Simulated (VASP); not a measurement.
A run of VASP 6.6.1 is set up as follows.

The input INCAR:

```
  PREC = Accurate
  ENCUT = 520
  EDIFF = 1E-6
  ISMEAR = 0
  SIGMA = 0.15
  LREAL = F
  LASPH = T
  NELM = 60
  ALGO = Fast
  ISIF = 2
  LWAVE = F
  LCHARG = F
  GGA = PS
  NBANDS = 10
```

Contents of KPOINTS:

```
Automatic mesh
0
Gamma
  16 16 16
```

File POSCAR:

```
Na
1.0
   -1.9567500000      1.9567500000      2.5250000000
    1.9567500000     -1.9567500000      2.5250000000
    1.9567500000      1.9567500000     -2.5250000000
Na
1
Direct
    0.0000000000      0.0000000000      0.0000000000
```

Potentials or basis: VASP PAW PBE potentials, release 64 (Na_pv).

The run is started by

```sh
$ cat potpaw_PBE.64/Na_pv/POTCAR > POTCAR
$ mpirun -np 1 vasp_std > vasp.out
```

Question: What does it give for the pressure?

Answer: -0.4 GPa.

Caveat: the PAW data sets were made with another functional, which shifts forces and pressure a little.
